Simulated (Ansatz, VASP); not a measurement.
## One calculation of CdS, two programs

INCAR

```
PREC = Accurate
ENCUT = 520
EDIFF = 1E-6
ISMEAR = -1
SIGMA = 0.05
LREAL = F
LASPH = T
NELM = 80
ALGO = Normal
ISIF = 2
LWAVE = F
LCHARG = T
GGA = CA
LELF = T
LVHAR = T
NBANDS = 16
```

File KPOINTS:

```
regular mesh
0
Gamma
  14 14 14
```

POSCAR

```
CdS
1.0
    0.0000000000      2.6152276361      2.6152276361
    2.6152276361      0.0000000000      2.6152276361
    2.6152276361      2.6152276361      0.0000000000
Cd S
1 1
Direct
    0.0000000000      0.0000000000      0.0000000000
    0.5000000000      0.5000000000      0.5000000000
```

Input for Ansatz:

```yaml
crystal:
  lattice:
    - [0.0, 2.6152276361, 2.6152276361]
    - [2.6152276361, 0.0, 2.6152276361]
    - [2.6152276361, 2.6152276361, 0.0]
  atoms:
    - { symbol: Cd, position: [0.0, 0.0, 0.0] }
    - { symbol: S, position: [0.5, 0.5, 0.5] }
kpoints:
  mp_grid: { grid: [14, 14, 14] }
scf:
  occupations: { method: fermi_dirac, width: 0.05 }
hamiltonian:
  xc: lda
  pseudopotentials: { kind: paw }
output:
  forces: true
  stress: true
  eigenvalues: true
  populations: true
  write_density: true
  write_potential: true
  elf: true
  volumetric_format: npy
```

Change from the starting cell: volume scaled by 0.94, PAW files.

Alike in both runs: task single point; functional LDA; k mesh 14 × 14 × 14; occupations fermi-dirac, width 0.05 eV; no spin polarisation.

|  | VASP | Ansatz |
| --- | --- | --- |
| version | VASP 6.6.1 | Ansatz 0.2.0 |
| potentials or method | VASP PAW LDA potentials, release 64 (Cd, S) | PAW with Ansatz's default frozen-core files, scalar-relativistic |
| plane-wave cutoff (eV) | 520 | 420 |
| valence electrons in the cell | 18 | 26 |

VASP gave:

```
pressure (GPa) : 7.6
```

Question: Estimate Ansatz's values.

Answer: Pressure (GPa): 6.6.

LDA's correlation is that of Perdew and Zunger in VASP and of Perdew and Wang (1992) in Ansatz. VASP's potentials hold 18 valence electrons a cell and Ansatz's 26, so a difference there can come from the potentials and not from the codes.
